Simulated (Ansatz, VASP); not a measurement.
**N in VASP and in Ansatz**

```
N
1.0
     2.56416    0.00000    0.00000
    -1.28208    2.22063    0.00000
     0.00000    0.00000    2.44070
N
2
Direct
  0.66667 0.33333 0.25000
  0.33333 0.66667 0.75000
```

Alike in both runs: task single point; functional r2SCAN; k mesh 18 × 18 × 18; occupations gaussian, width 0.1 eV; no spin polarisation.

|  | VASP | Ansatz |
| --- | --- | --- |
| version | VASP 6.6.1 | Ansatz 0.2.0 |
| potentials or method | VASP PAW PBE potentials, release 64 (N), cutoff 520 eV | scalar-relativistic, plane waves, PAW |
| valence electrons in the cell | 10 | 10 |

```csv
,VASP,Ansatz,Ansatz less VASP
gap on the k mesh at the Fermi level (eV),none,none,-
pressure (GPa),-0.1,0.0,+0.11
"traceless stress, the component that is largest in VASP (GPa)",0.10,-0.02,-0.117
```

VASP's potentials were made for PBE, not for r2SCAN. A gap of «none» marks a metal or a gap that the smearing closes.
